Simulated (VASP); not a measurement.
# Rh (P6_3/mmc) in VASP: a series of runs

The runs below take Rh through single point, relaxation of cell and atoms, with r2SCAN.

All numbers are computed with VASP 6.6.1; they aren't measurements. Logs are shortened: lines on timing, memory, paths and dates and some standing lists are left out, and cuts for length are marked.

## (1) The cell of the first run

Symmetry: P6_3/mmc, No. 194, hexagonal system. The conventional cell has a = 2.691 Å, b = 2.691 Å, c = 8.758 Å, α = 90.00°, β = 90.00°, γ = 120.00°. Rh (site symmetry -3m) has 12 Rh at 2.68 to 2.69 Å within 3.5 Å. Within 3.5 Å of Rh (site symmetry -6m2) lie 12 Rh at 2.68 to 2.69 Å.

This isn't the form of Rh at room conditions, which is fcc.

## (2) Single point, r2SCAN

Contents of POSCAR:

```
Rh
1.0
    2.6910691917      0.0000000000      0.0000000000
   -1.3455345959      2.3305342834      0.0000000000
    0.0000000000      0.0000000000      8.7576087579
Rh
4
Direct
    0.0000000000      0.0000000000      0.0000000000
    0.3333333333      0.6666666667      0.2500000000
    0.0000000000      0.0000000000      0.5000000000
    0.6666666667      0.3333333333      0.7500000000
```

Contents of INCAR.step1:

```
SYSTEM = Rh
  ALGO = Normal
  EDIFF = 1E-5
  ENCUT = 550
  GGA = PE
  GGA_COMPAT = .False.
  ISMEAR = 1
  LASPH = .True.
  LCHARG = .False.
  LREAL = .False.
  LWAVE = .True.
  NBANDS = 38
  NELM = 120
  PREC = Accurate
  SIGMA = 0.1
```

Contents of INCAR.step2:

```
SYSTEM = Rh
  ALGO = Normal
  EDIFF = 1E-6
  ENCUT = 550
  GGA_COMPAT = .False.
  ISIF = 2
  ISMEAR = 1
  ISTART = 1
  LASPH = .True.
  LCHARG = .False.
  LMIXTAU = .True.
  LREAL = .False.
  LWAVE = .False.
  METAGGA = R2SCAN
  NBANDS = 38
  NELM = 120
  PREC = Accurate
  SIGMA = 0.1
```

Contents of KPOINTS:

```
k-points
0
Gamma
  9 9 3
  0 0 0
```

Potentials or basis: VASP PAW PBE potentials, release 64 (Rh_pv).

The run is started by

```
$ cat potpaw_PBE.64/Rh_pv/POTCAR > POTCAR
$ cp INCAR.step1 INCAR
$ mpirun -np 1 vasp_std > vasp.out
$ cp INCAR.step2 INCAR
$ mpirun -np 1 vasp_std > vasp.out
```

OUTCAR:

```text
SYSTEM = Rh
   EDIFF = 1E-6
   ENCUT = 550
   ISIF = 2
   ISMEAR = 1
   ISTART = 1
   LASPH = .True.
   LREAL = .False.
   METAGGA = R2SCAN
   NELM = 120
   PREC = Accurate

 ion  position               nearest neighbor table
   1  0.000  0.000  0.000-   2 2.68   4 2.68   4 2.68   2 2.68   4 2.68   2 2.68
   2  0.333  0.667  0.250-   1 2.68   3 2.68   1 2.68   3 2.68   1 2.68   3 2.68
   3  0.000  0.000  0.500-   2 2.68   4 2.68   4 2.68   2 2.68   4 2.68   2 2.68
   4  0.667  0.333  0.750-   1 2.68   3 2.68   1 2.68   3 2.68   1 2.68   3 2.68

  LATTYP: Found a hexagonal cell.
 ALAT       =     2.6910691917
 C/A-ratio  =     3.2543231459

  Lattice vectors:

 A1 = (   2.6910691917,   0.0000000000,   0.0000000000)
 A2 = (  -1.3455345959,   2.3305342834,   0.0000000000)
 A3 = (   0.0000000000,   0.0000000000,   8.7576087579)

Analysis of symmetry for initial positions (statically):
=====================================================================
 Subroutine PRICEL returns:
 Original cell was already a primitive cell.

 Routine SETGRP: Setting up the symmetry group for a
 hexagonal supercell.

 Subroutine GETGRP returns: Found 24 space group operations
 (whereof 12 operations were pure point group operations)
 out of a pool of 24 trial point group operations.

The static configuration has the point symmetry D_3d.
 The point group associated with its full space group is D_6h.

Analysis of symmetry for dynamics (positions and initial velocities):
=====================================================================
 Subroutine PRICEL returns:
 Original cell was already a primitive cell.

 Routine SETGRP: Setting up the symmetry group for a
 hexagonal supercell.

 Subroutine GETGRP returns: Found 24 space group operations
 (whereof 12 operations were pure point group operations)
 out of a pool of 24 trial point group operations.

The dynamic configuration has the point symmetry D_3d.
 The point group associated with its full space group is D_6h.

 Subroutine INISYM returns: Found 24 space group operations
 (whereof 12 operations are pure point group operations),
 and found     1 'primitive' translations

----------------------------------------------------------------------------------------

                                     Primitive cell

  volume of cell :      54.9245

[... 88 lines left out ...]
   LASPH  =      T    aspherical Exc in radial PAW
   ENCUT  =  550.0 eV  40.42 Ry    6.36 a.u.   5.15  5.15 16.75*2*pi/ulx,y,z
   NELM   =    120;   NELMIN=  2; NELMDL=  0     # of ELM steps
   EDIFF  = 0.1E-05   stopping-criterion for ELM
   LREAL  =      F    real-space projection
   EDIFFG = 0.1E-04   stopping-criterion for IOM
   NSW    =      0    number of steps for IOM
   IBRION =     -1    ionic relax: 0-MD 1-quasi-New 2-CG
   NFREE  =      0    steps in history (QN), initial steepest desc. (CG)
   ISIF   =      2    stress and relaxation
   ISYM   =      2    0-nonsym 1-usesym 2-fastsym
   POTIM  = 0.5000    time-step for ionic-motion
   TEBEG  =    0.0;   TEEND  =   0.0 temperature during run
   PSTRESS=    0.0 pullay stress
   NELECT =      60.0000    total number of electrons
   NUPDOWN=      -1.0000    fix difference up-down
   EMIN   =  10.00;   EMAX   =-10.00  energy-range for DOS
   EFERMI =   0.00;   METHOD = LEGACY
   ISMEAR =     1;   SIGMA  =   0.10  broadening in eV -4-tet -1-fermi 0-gaus
   EFERMI_NEDOS =   21; number of points for ismear=-14 and -15
   IALGO  =     38    algorithm
   IMIX   =      4    mixing-type and parameters
     AMIX     =   0.40;   BMIX     =  1.00
     AMIX_MAG =   1.60;   BMIX_MAG =  1.00
  volume/ion in A,a.u.               =      13.73        92.66
  Fermi-wavevector in a.u.,A,eV,Ry     =   1.686048  3.186169 38.678071  2.842758
  Thomas-Fermi vector in A             =   2.768783
   LORBIT       =      0    0 simple, 1 ext, 2 COOP (PROOUT), +10 PAW based schemes
   METAGGA = R2SCAN    functional components
   LHFCALC =     F    Hartree Fock is set to
   AEXX    =    0.0000 exact exchange contribution
   IVDW    =     0    specifies the selected vdW correction
   LEPSILON=     F    determine dielectric tensor
   LRPA    =     F    only Hartree local field effects (RPA)
 non-spin polarized calculation
 Methfessel and Paxton  Order N= 1 SIGMA  =   0.10
  energy-cutoff  :      550.00
  volume of cell :       54.92
 maximum number of plane-waves:      1625
 NGX is ok and might be reduce to    24
   NGX = 11   NGY = 11   NGZ = 33

 number of electron      59.9999979 magnetization

 Free energy of the ion-electron system (eV)
  ---------------------------------------------------
  ext. energy  EPLUGINS =         0.00000000
  ---------------------------------------------------
  free energy    TOTEN  =       -96.47187055 eV

  energy without entropy =      -96.47089902  energy(sigma->0) =      -96.47154671

 E-fermi :  11.7678     XC(G=0): -15.2182

 val. band max:       11.7534313297   @ k =   0.2222  -0.0000   0.3333
 cond. band min:      11.7801111350   @ k =   0.3333   0.0000   0.0000
 fundamental gap:      0.0266798053
 Fermi energy:        11.7677902028

 k-point     1 :       0.0000    0.0000    0.0000
  band No.  band energies     occupation
      1     -36.8296      2.00000
      2     -36.4405      2.00000
      3     -36.4366      2.00000
      4     -36.1409      2.00000
      5     -36.1409      2.00000
      6     -36.0965      2.00000
[... 973 lines left out ...]
     37      20.1846      0.00000
     38      20.1846      0.00000

------------------------ aborting loop because EDIFF is reached ----------------------------------------

  FORCE on cell =-STRESS in cart. coord.  units (eV):
  Direction    XX          YY          ZZ          XY          YZ          ZX
  --------------------------------------------------------------------------------------
  -------------------------------------------------------------------------------------
  Total        0.3886294      0.3886294      0.4260218     -0.0000000     -0.0000000      0.0000000
  in kB       11.3365358     11.3365358     12.4272934     -0.0000000     -0.0000000      0.0000000
  external PRESSURE =      11.7001216 kB  Pullay stress =       0.0000000 kB

 VOLUME and BASIS-vectors are now :
 -----------------------------------------------------------------------------
  energy-cutoff  :      550.00
  volume of cell :       54.92
      direct lattice vectors                 reciprocal lattice vectors
     2.691069192  0.000000000  0.000000000     0.371599513  0.214543079  0.000000000
    -1.345534596  2.330534283  0.000000000     0.000000000  0.429086157  0.000000000
     0.000000000  0.000000000  8.757608758     0.000000000  0.000000000  0.114186421

 POSITION                                       TOTAL-FORCE (eV/Angst)
 -----------------------------------------------------------------------------------
      0.00000      0.00000      0.00000        -0.000000      0.000000      0.000000
     -0.00000      1.55369      2.18940        -0.000000      0.000000     -0.000000
      0.00000      0.00000      4.37880        -0.000000      0.000000      0.000000
      1.34553      0.77684      6.56821         0.000000     -0.000000     -0.000000
 -----------------------------------------------------------------------------------
    total drift:                               -0.000000      0.000000      0.000000

  FREE ENERGIE OF THE ION-ELECTRON SYSTEM (eV)
  ---------------------------------------------------
  free  energy   TOTEN  =       -96.4718705528 eV

  energy  without entropy=      -96.4708990157  energy(sigma->0) =      -96.47154671
```

OUTCAR.step1:

```text
SYSTEM = Rh
   EDIFF = 1E-5
   ENCUT = 550
   GGA = PE
   ISMEAR = 1
   LASPH = .True.
   LREAL = .False.
   NELM = 120
[... 1211 lines left out ...]
     -0.00000      1.55369      2.18940        -0.000000      0.000000     -0.000000
      0.00000      0.00000      4.37880         0.000000      0.000000      0.000000
      1.34553      0.77684      6.56821         0.000000     -0.000000     -0.000000
 -----------------------------------------------------------------------------------
    total drift:                               -0.000000      0.000000      0.000000

  FREE ENERGIE OF THE ION-ELECTRON SYSTEM (eV)
  ---------------------------------------------------
  free  energy   TOTEN  =       -28.9491589395 eV

  energy  without entropy=      -28.9473828745  energy(sigma->0) =      -28.94856692
```

Run time: 2.5 min. Hardware: 1 thread of AMD EPYC 9R45 (Zen 5), shared host; peak memory 0.18 GiB.

Results:

| Property | Result |
| --- | --- |
| Free energy | -96.4719 eV |
| Pressure | 1.2 GPa |
| Band gap on the k mesh | zero (bands 30 and 31 overlap by 1.68 eV) |

Stress tensor (GPa, compression positive):
```
1.13 0.00 0.00
0.00 1.13 0.00
0.00 0.00 1.24
```

Caveat: the PAW data sets were made with another functional, which shifts forces and pressure a little.

## (3) Relaxation of cell and atoms, r2SCAN

This run uses another cell than the first one, of 13.80 Å³/atom.

Contents of POSCAR:

```
Rh
1.0
    2.6917446200      0.0000000000      0.0000000000
   -1.3458723100      2.3311192200      0.0000000000
    0.0000000000      0.0000000000      8.7980701300
Rh
4
Direct
    0.0000000000      0.0000000000      0.0000000000
    0.3333333333      0.6666666667      0.2500000000
    0.0000000000      0.0000000000      0.5000000000
    0.6666666667      0.3333333333      0.7500000000
```

Contents of INCAR.step1:

```
SYSTEM = Rh
PREC = Accurate
ENCUT = 550
ISMEAR = 1
SIGMA = 0.1
LREAL = .False.
LASPH = .True.
NELM = 120
GGA = PE
ALGO = Normal
EDIFF = 1E-5
LWAVE = .True.
LCHARG = .False.
GGA_COMPAT = .False.
IBRION = 2
ISIF = 3
EDIFFG = -0.005
NELMIN = 4
NSW = 100
```

Contents of INCAR.step2:

```
SYSTEM = Rh
PREC = Accurate
ENCUT = 550
EDIFF = 1E-7
ISMEAR = 1
SIGMA = 0.1
LREAL = .False.
LASPH = .True.
NELM = 120
ALGO = Normal
ISIF = 3
LWAVE = .False.
LCHARG = .False.
METAGGA = R2SCAN
LMIXTAU = .True.
IBRION = 2
NSW = 60
EDIFFG = -0.02
ISTART = 1
GGA_COMPAT = .False.
NELMIN = 4
```

Contents of KPOINTS:

```
regular mesh
0
Gamma
  9 9 3
  0 0 0
```

Potentials or basis: VASP PAW PBE potentials, release 64 (Rh_pv).

The run is started by

```
$ cat potpaw_PBE.64/Rh_pv/POTCAR > POTCAR
$ cp INCAR.step1 INCAR
$ mpirun -np 1 vasp_std > vasp.out
$ cp INCAR.step2 INCAR
$ mpirun -np 1 vasp_std > vasp.out
```

Run time: 15 min. Hardware: 1 thread of AMD EPYC 9R45 (Zen 5), shared host; peak memory 0.19 GiB.

It converged, with:

```
Free energy                           : -96.4729 eV
Relaxed volume                        : 13.79 Å³/atom
Relaxed cell                          : a = 2.694 Å, b = 2.694 Å, c = 8.771 Å, α = 90.00°, β = 90.00°, γ = 120.00°
Space group after relaxing (to 0.1 Å) : P6_3/mmc (No. 194)
Energy gained by relaxing             : 0.2 meV/atom
Ionic steps                           : 5
Pressure after relaxing               : 0.0 GPa
Band gap on the k mesh                : zero (bands 30 and 31 overlap by 1.67 eV)
```

The path:
```csv
step,energy change (eV),largest force (eV/Å),pressure (GPa),volume (Å³)
1,0.0000,0.0000,-0.32,55.21
2,-0.0001,0.0000,0.82,54.99
3,-0.0008,0.0000,0.26,55.09
4,-0.0007,0.0000,-0.44,55.23
5,-0.0009,0.0000,0.01,55.14
```

Final structure:
```
CELL_PARAMETERS angstrom
2.69442 0.00000 0.00000
-1.34721 2.33343 0.00000
0.00000 0.00000 8.77053
ATOMIC_POSITIONS crystal
Rh 0.00000 0.00000 0.00000
Rh 0.33333 0.66667 0.25000
Rh 0.00000 0.00000 0.50000
Rh 0.66667 0.33333 0.75000
```

Levels at points of the mesh, in eV from the Fermi level:
```
           k point  band 28  band 29  band 30  band 31  band 32  band 33
(0.00, 0.00, 0.00)    -1.53    -1.53    -0.90    -0.90    -0.37    -0.37
```

Caveat: the PAW data sets were made with another functional, which shifts forces and pressure a little.
